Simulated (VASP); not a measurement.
# SnSe (rocksalt type) (Fm-3m) in VASP: notebook

Runs on SnSe (rocksalt type). Level: PBE. Tasks: density of states.

All numbers are computed with VASP 6.6.1; they aren't measurements. Logs are shortened: lines on timing, memory, paths and dates and some standing lists are left out, and cuts for length are marked.

## (1) The cell of the first run

Symmetry: Fm-3m, No. 225, cubic system. Conventional cell: a = 5.627 Å, b = 5.627 Å, c = 5.627 Å, α = 90.00°, β = 90.00°, γ = 90.00°. Sn (site symmetry m-3m) has 6 Se at 2.81 Å within 3.7 Å. Within 3.7 Å of Se (site symmetry m-3m) lie 6 Sn at 2.81 Å.

## (2) Density of states, PBE (volume scaled by 0.8)

Input file POSCAR:

```
SnSe
1.0
    0.0000000000      2.8136827664      2.8136827664
    2.8136827664      0.0000000000      2.8136827664
    2.8136827664      2.8136827664      0.0000000000
Sn Se
1 1
Direct
    0.0000000000      0.0000000000      0.0000000000
    0.5000000000      0.5000000000      0.5000000000
```

Input file INCAR.step1:

```
ALGO = Normal ; EDIFF = 1E-6
ENCUT = 520 ; GGA = PE
ISIF = 2 ; ISMEAR = -1
LASPH = True ; LCHARG = True
LREAL = False ; LWAVE = False
NBANDS = 17 ; NELM = 80
PREC = Accurate ; SIGMA = 0.1
```

Input file KPOINTS.step1:

```
k-points
0
Gamma
  14 14 14
```

Input file INCAR.step2:

```
ALGO = Normal ; EDIFF = 1E-6
ENCUT = 520 ; GGA = PE
ICHARG = 11 ; ISIF = 2
ISMEAR = -5 ; LASPH = True
LCHARG = False ; LORBIT = 11
LREAL = False ; LWAVE = False
NBANDS = 17 ; NEDOS = 2001
NELM = 80 ; PREC = Accurate
SIGMA = 0.1
```

Input file KPOINTS.step2:

```
k-points
0
Gamma
  21 21 21
```

Potentials or basis: VASP PAW PBE potentials, release 64 (Sn_d, Se).

Run with:

```console
cat potpaw_PBE.64/Sn_d/POTCAR potpaw_PBE.64/Se/POTCAR > POTCAR
cp INCAR.step1 INCAR
cp KPOINTS.step1 KPOINTS
mpirun -np 1 vasp_std > vasp.out
cp INCAR.step2 INCAR
cp KPOINTS.step2 KPOINTS
mpirun -np 1 vasp_std > vasp.out
```

OUTCAR:

```text
EDIFF = 1E-6
   ENCUT = 520
   GGA = PE
   ICHARG = 11
   ISIF = 2
   ISMEAR = -5
   LASPH = True
   LORBIT = 11
   LREAL = False
   NELM = 80
   PREC = Accurate

 ion  position               nearest neighbor table
   1  0.000  0.000  0.000-   2 2.81   2 2.81   2 2.81   2 2.81   2 2.81   2 2.81
   2  0.500  0.500  0.500-   1 2.81   1 2.81   1 2.81   1 2.81   1 2.81   1 2.81

  LATTYP: Found a face centered cubic cell.
 ALAT       =     5.6273655328

  Lattice vectors:

 A1 = (   0.0000000000,   2.8136827664,   2.8136827664)
 A2 = (   2.8136827664,   0.0000000000,   2.8136827664)
 A3 = (   2.8136827664,   2.8136827664,   0.0000000000)

Analysis of symmetry for initial positions (statically):
=====================================================================
 Subroutine PRICEL returns:
 Original cell was already a primitive cell.

 Routine SETGRP: Setting up the symmetry group for a
 face centered cubic supercell.

 Subroutine GETGRP returns: Found 48 space group operations
[... 9 lines left out ...]

 Routine SETGRP: Setting up the symmetry group for a
 face centered cubic supercell.

 Subroutine GETGRP returns: Found 48 space group operations
[... 11 lines left out ...]
                                     Primitive cell

  volume of cell :      44.5508

  direct lattice vectors                    reciprocal lattice vectors
     0.000000000  2.813682766  2.813682766    -0.177703047  0.177703047  0.177703047
     2.813682766  0.000000000  2.813682766     0.177703047 -0.177703047  0.177703047
     2.813682766  2.813682766  0.000000000     0.177703047  0.177703047 -0.177703047

  length of vectors
     3.979148328  3.979148328  3.979148328     0.307790706  0.307790706  0.307790706

  position of ions in fractional coordinates (direct lattice)
     0.000000000  0.000000000  0.000000000
     0.500000000  0.500000000  0.500000000

  ion indices of the primitive-cell ions
   primitive index   ion index
                 1           1
                 2           2

----------------------------------------------------------------------------------------

 KPOINTS: k-points

Automatic generation of k-mesh.
 Grid dimensions read from file:
 generate k-points for:   21   21   21

 Generating k-lattice:

  Cartesian coordinates                     Fractional coordinates (reciprocal lattice)
    -0.008462050  0.008462050  0.008462050     0.047619048  0.000000000  0.000000000
     0.008462050 -0.008462050  0.008462050     0.000000000  0.047619048  0.000000000
     0.008462050  0.008462050 -0.008462050     0.000000000  0.000000000  0.047619048

  Length of vectors
     0.014656700  0.014656700  0.014656700

  Shift w.r.t. Gamma in fractional coordinates (k-lattice)
     0.000000000  0.000000000  0.000000000

 TETIRR: Found   1276 inequivalent tetrahedra from    55566

 Subroutine IBZKPT returns following result:
 ===========================================

 Found    286 irreducible k-points:

 Following reciprocal coordinates:
            Coordinates               Weight
  0.000000  0.000000  0.000000      1.000000
  0.047619  0.000000  0.000000      8.000000
  0.095238  0.000000  0.000000      8.000000
  0.142857  0.000000  0.000000      8.000000
  0.190476  0.000000  0.000000      8.000000
  0.238095  0.000000  0.000000      8.000000
[... 16 lines left out ...]
 -0.428571  0.047619  0.000000     24.000000
 -0.380952  0.047619  0.000000     24.000000
 [... further k-points ...]
   k-points           NKPTS =    286   k-points in BZ     NKDIM =    286   number of bands    NBANDS=     17
   number of dos      NEDOS =   2001   number of ions     NIONS =      2
   total plane-waves  NPLWV =  27000
   dimension x,y,z NGX =    30 NGY =   30 NGZ =   30
   dimension x,y,z NGXF=    60 NGYF=   60 NGZF=   60
   ions per type =               1   1
   NGX,Y,Z   is equivalent  to a cutoff of  12.53, 12.53, 12.53 a.u.
   NGXF,Y,Z  is equivalent  to a cutoff of  25.07, 25.07, 25.07 a.u.
 SYSTEM =  unknown system
   PREC   = accura    normal or accurate (medium, high low for compatibility)
   ISTART =      0    job   : 0-new  1-cont  2-samecut
   ICHARG =     11    charge: 1-file 2-atom 10-const
   ISPIN  =      1    spin polarized calculation?
   LNONCOLLINEAR =      F non collinear calculations
   LSORBIT =      F    spin-orbit coupling
   LASPH  =      T    aspherical Exc in radial PAW
   ENCUT  =  520.0 eV  38.22 Ry    6.18 a.u.   7.40  7.40  7.40*2*pi/ulx,y,z
   NELM   =     80;   NELMIN=  2; NELMDL=  0     # of ELM steps
   EDIFF  = 0.1E-05   stopping-criterion for ELM
   LREAL  =      F    real-space projection
   EDIFFG = 0.1E-04   stopping-criterion for IOM
   NSW    =      0    number of steps for IOM
   IBRION =     -1    ionic relax: 0-MD 1-quasi-New 2-CG
   NFREE  =      0    steps in history (QN), initial steepest desc. (CG)
   ISIF   =      2    stress and relaxation
   ISYM   =      2    0-nonsym 1-usesym 2-fastsym
   POTIM  = 0.5000    time-step for ionic-motion
   TEBEG  =    0.0;   TEEND  =   0.0 temperature during run
   PSTRESS=    0.0 pullay stress
   NELECT =      20.0000    total number of electrons
   NUPDOWN=      -1.0000    fix difference up-down
   EMIN   =  10.00;   EMAX   =-10.00  energy-range for DOS
   EFERMI =   0.00;   METHOD = LEGACY
   ISMEAR =    -5;   SIGMA  =   0.10  broadening in eV -4-tet -1-fermi 0-gaus
   EFERMI_NEDOS =   21; number of points for ismear=-14 and -15
   IALGO  =     38    algorithm
   IMIX   =      4    mixing-type and parameters
     AMIX     =   0.40;   BMIX     =  1.00
     AMIX_MAG =   1.60;   BMIX_MAG =  1.00
  volume/ion in A,a.u.               =      22.28       150.32
  Fermi-wavevector in a.u.,A,eV,Ry     =   1.253525  2.368819 21.379177  1.571325
  Thomas-Fermi vector in A             =   2.387374
   LORBIT       =     11    0 simple, 1 ext, 2 COOP (PROOUT), +10 PAW based schemes
   GGA     = PE    functional components
   LHFCALC =     F    Hartree Fock is set to
   AEXX    =    0.0000 exact exchange contribution
   IVDW    =     0    specifies the selected vdW correction
   LEPSILON=     F    determine dielectric tensor
   LRPA    =     F    only Hartree local field effects (RPA)
 non-spin polarized calculation
 Fermi weights with tetrahedron method with Bloechl corrections
  energy-cutoff  :      520.00
  volume of cell :       44.55
 maximum number of plane-waves:      1243
 NGX is ok and might be reduce to    30

 number of electron      20.0000007 magnetization

 Free energy of the ion-electron system (eV)
  ---------------------------------------------------
  ext. energy  EPLUGINS =         0.00000000
  ---------------------------------------------------
  free energy    TOTEN  =        -7.71404391 eV

  energy without entropy =       -7.71404391  energy(sigma->0) =       -7.71404391

 E-fermi :   8.4220     XC(G=0): -10.5540

 val. band max:        8.4945499298   @ k =  -0.1905   0.1905   0.0000
 cond. band min:       8.3858191685   @ k =  -0.4762   0.0952   0.0476
 fundamental gap:     -0.1087307613
 Fermi energy:         8.4219669056

 k-point     1 :       0.0000    0.0000    0.0000
  band No.  band energies     occupation
      1     -13.6011      2.00000
      2     -13.6011      2.00000
      3     -13.5877      2.00000
      4     -13.5877      2.00000
      5     -13.5877      2.00000
      6      -7.3753      2.00000
[... 9 lines left out ...]
     16      13.6499      0.00000
     17      15.9143      0.00000

 k-point     2 :       0.0476    0.0000    0.0000
  band No.  band energies     occupation
      1     -13.6014      2.00000
      2     -13.6014      2.00000
      3     -13.5876      2.00000
      4     -13.5872      2.00000
      5     -13.5872      2.00000
      6      -7.3525      2.00000
[... 9 lines left out ...]
     16      13.7671      0.00000
     17      16.1680      0.00000

 k-point     3 :       0.0952    0.0000    0.0000
  band No.  band energies     occupation
      1     -13.6023      2.00000
      2     -13.6023      2.00000
      3     -13.5873      2.00000
      4     -13.5857      2.00000
      5     -13.5857      2.00000
      6      -7.2846      2.00000
[... 9 lines left out ...]
     16      13.9557      0.00000
     17      16.8290      0.00000

 k-point     4 :       0.1429    0.0000    0.0000
  band No.  band energies     occupation
      1     -13.6041      2.00000
      2     -13.6041      2.00000
      3     -13.5869      2.00000
      4     -13.5831      2.00000
      5     -13.5831      2.00000
      6      -7.1737      2.00000
[... 9 lines left out ...]
     16      14.2419      0.00000
     17      17.8579      0.00000

 k-point     5 :       0.1905    0.0000    0.0000
  band No.  band energies     occupation
      1     -13.6066      2.00000
      2     -13.6066      2.00000
      3     -13.5865      2.00000
      4     -13.5795      2.00000
      5     -13.5795      2.00000
      6      -7.0234      2.00000
[... 9 lines left out ...]
     16      14.6198      0.00000
     17      18.7942      0.00000

 k-point     6 :       0.2381    0.0000    0.0000
  band No.  band energies     occupation
      1     -13.6095      2.00000
      2     -13.6095      2.00000
      3     -13.5860      2.00000
      4     -13.5754      2.00000
      5     -13.5754      2.00000
      6      -6.8397      2.00000
[... 9 lines left out ...]
     16      15.0893      0.00000
     17      20.1710      0.00000
[... 281 lines left out ...]
 k-point    21 :       0.4762    0.0476    0.0000
  band No.  band energies     occupation
      1     -13.6220      2.00000
      2     -13.6194      2.00000
      3     -13.5842      2.00000
      4     -13.5611      2.00000
      5     -13.5596      2.00000
      6      -5.9538      2.00000
[... 9 lines left out ...]
     16      18.4915      0.00000
     17      19.1655      0.00000

 k-point    22 :      -0.4762    0.0476    0.0000
  band No.  band energies     occupation
      1     -13.6218      2.00000
      2     -13.6202      2.00000
      3     -13.5841      2.00000
      4     -13.5602      2.00000
      5     -13.5597      2.00000
      6      -5.9212      2.00000
[... 9 lines left out ...]
     16      18.5352      0.00000
     17      18.9374      0.00000

 k-point    23 :      -0.4286    0.0476    0.0000
  band No.  band energies     occupation
      1     -13.6206      2.00000
      2     -13.6201      2.00000
      3     -13.5842      2.00000
      4     -13.5610      2.00000
      5     -13.5606      2.00000
      6      -5.9855      2.00000
[... 9 lines left out ...]
     16      18.5437      0.00000
     17      19.1930      0.00000

 k-point    24 :      -0.3810    0.0476    0.0000
  band No.  band energies     occupation
      1     -13.6191      2.00000
      2     -13.6186      2.00000
      3     -13.5844      2.00000
      4     -13.5635      2.00000
      5     -13.5621      2.00000
      6      -6.1306      2.00000
[... 9 lines left out ...]
     16      17.8743      0.00000
     17      20.0434      0.00000

 [... further k-points ...]
[... 5 lines left out ...]
  --------------------------------------------------------------------------------------
  -------------------------------------------------------------------------------------
  Total        4.9164394      4.9164394      4.9164394      0.0000000      0.0000000     -0.0000000
  in kB      176.8096161    176.8096161    176.8096161      0.0000000      0.0000000     -0.0000000
  external PRESSURE =     176.8096161 kB  Pullay stress =       0.0000000 kB

 VOLUME and BASIS-vectors are now :
 -----------------------------------------------------------------------------
  energy-cutoff  :      520.00
  volume of cell :       44.55
      direct lattice vectors                 reciprocal lattice vectors
     0.000000000  2.813682766  2.813682766    -0.177703047  0.177703047  0.177703047
     2.813682766  0.000000000  2.813682766     0.177703047 -0.177703047  0.177703047
     2.813682766  2.813682766  0.000000000     0.177703047  0.177703047 -0.177703047

 POSITION                                       TOTAL-FORCE (eV/Angst)
 -----------------------------------------------------------------------------------
      0.00000      0.00000      0.00000         0.000000     -0.000000      0.000000
      2.81368      2.81368      2.81368        -0.000000      0.000000     -0.000000
 -----------------------------------------------------------------------------------
    total drift:                               -0.000000      0.000000      0.000000

  FREE ENERGIE OF THE ION-ELECTRON SYSTEM (eV)
  ---------------------------------------------------
  free  energy   TOTEN  =        -7.7140439134 eV

  energy  without entropy=       -7.7140439134  energy(sigma->0) =       -7.71404391

 total charge

# of ion       s       p       d       tot
------------------------------------------
    1        1.371   0.843  10.035  12.249
    2        1.488   2.352   0.055   3.895
--------------------------------------------------
tot          2.859   3.196  10.089  16.144
```

Wall time 6.1 min (1 thread of Intel Xeon 8259CL, shared host); peak memory 0.34 GiB.

Results:

```yaml
Valence_electrons_inside_the_program's_atomic_spheres: Sn 12.25; Se 3.90
```

Caveat: the cell differs from its parent crystal (volume scaled by 0.8); spin-orbit coupling is left out, which moves the levels of the heavy elements; tetrahedron occupations give inexact forces and stress in metals.

## (3) Density of states, PBE

This run uses another cell than the first one, of 27.84 Å³/atom, 1.250 times its volume.

Input file POSCAR:

```
SnSe
1.0
    0.0000000000      3.0309478794      3.0309478794
    3.0309478794      0.0000000000      3.0309478794
    3.0309478794      3.0309478794      0.0000000000
Sn Se
1 1
Direct
    0.0000000000      0.0000000000      0.0000000000
    0.5000000000      0.5000000000      0.5000000000
```

Input file INCAR.step1:

```
SYSTEM = SnSe
PREC     = Accurate       ! precision mode
ENCUT    = 520            ! plane-wave cutoff, eV
EDIFF    = 1E-6           ! SCF threshold, eV
ISMEAR   = -1             ! smearing method
SIGMA    = 0.1            ! smearing width, eV
LREAL    = .False.        ! projectors in reciprocal space
LASPH    = .True.         ! aspherical terms in the spheres
NELM     = 80             ! most SCF steps
ALGO     = Normal         ! electronic algorithm
ISIF     = 2              ! what is computed and relaxed
LWAVE    = .False.        ! write WAVECAR
LCHARG   = .True.         ! write CHGCAR
GGA      = PE             ! functional
NBANDS   = 17             ! bands
```

Input file KPOINTS.step1:

```
regular mesh
0
Gamma
  14 14 14
  0 0 0
```

Input file INCAR.step2:

```
SYSTEM = SnSe
PREC     = Accurate       ! precision mode
ENCUT    = 520            ! plane-wave cutoff, eV
EDIFF    = 1E-6           ! SCF threshold, eV
ISMEAR   = -5             ! smearing method
SIGMA    = 0.1            ! smearing width, eV
LREAL    = .False.        ! projectors in reciprocal space
LASPH    = .True.         ! aspherical terms in the spheres
NELM     = 80             ! most SCF steps
ALGO     = Normal         ! electronic algorithm
ISIF     = 2              ! what is computed and relaxed
LWAVE    = .False.        ! write WAVECAR
LCHARG   = .False.        ! write CHGCAR
GGA      = PE             ! functional
LORBIT   = 11             ! projections on sites
NEDOS    = 1001           ! points of the DOS
ICHARG   = 11             ! starting density
```

Input file KPOINTS.step2:

```
regular mesh
0
Gamma
  21 21 21
  0 0 0
```

Potentials or basis: VASP PAW PBE potentials, release 64 (Sn_d, Se).

Run with:

```console
cat potpaw_PBE.64/Sn_d/POTCAR potpaw_PBE.64/Se/POTCAR > POTCAR
cp INCAR.step1 INCAR
cp KPOINTS.step1 KPOINTS
mpirun -np 1 vasp_std > vasp.out
cp INCAR.step2 INCAR
cp KPOINTS.step2 KPOINTS
mpirun -np 1 vasp_std > vasp.out
```

Wall time 4.7 min (1 thread of Intel Xeon 8259CL, shared host); peak memory 0.37 GiB.

It converged, with:

```yaml
Valence_electrons_inside_the_program's_atomic_spheres: Sn 12.03; Se 3.79
```

Levels at points of the mesh, in eV from the valence-band top:
```csv
k point,band 6,band 7,band 8,band 9,band 10,band 11,band 12,band 13,band 14
"(0.00, 0.00, 0.00)",-13.87,-5.28,-2.28,-2.28,-2.28,4.09,4.09,4.09,5.74
```

Caveat: spin-orbit coupling is left out, which moves the levels of the heavy elements.
